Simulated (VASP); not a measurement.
Input of a VASP 6.6.1 run:

Contents of INCAR:

```
SYSTEM = Ti3H
  PREC = Accurate
  ENCUT = 520
  EDIFF = 1E-6
  ISMEAR = 0
  SIGMA = 0.1
  LREAL = .False.
  LASPH = .True.
  NELM = 80
  ALGO = Normal
  ISIF = 2
  LWAVE = .False.
  LCHARG = .True.
  LDIPOL = .True.
  IDIPOL = 3
  DIPOL = 0.5 0.5 0.346
  GGA = PE
  LELF = .True.
  LVHAR = .True.
  LVACPOTAV = .True.
  NBANDS = 26
```

KPOINTS

```
regular mesh
0
Gamma
  9 9 1
  0 0 0
```

File POSCAR:

```
Ti3H
1.0
    2.9075446922      0.0000000000      0.0000000000
    0.0000000000      2.9075446922      0.0000000000
    0.0000000000      0.0000000000     19.3059825228
Ti H
3 1
Direct
    0.5000000000      0.5000000000      0.2071896623
    0.0000000000      0.0000000000      0.3057583538
    0.5000000000      0.5000000000      0.4043297208
    0.5000000000      1.0000000000      0.4681804889
```

Potentials or basis: VASP PAW PBE potentials, release 64 (Ti_sv, H).

Command:

```bash
$ cat potpaw_PBE.64/Ti_sv/POTCAR potpaw_PBE.64/H/POTCAR > POTCAR
$ mpirun -np 1 vasp_std > vasp.out
```

**Question.** Predict the largest force.

**Answer.** 0.802 eV/Å.

Forces on the atoms (eV/Å):
```
Ti   0.000  0.000  0.012
Ti   0.000  0.000 -0.800
Ti   0.000  0.000  0.802
H    0.000  0.000 -0.013
```
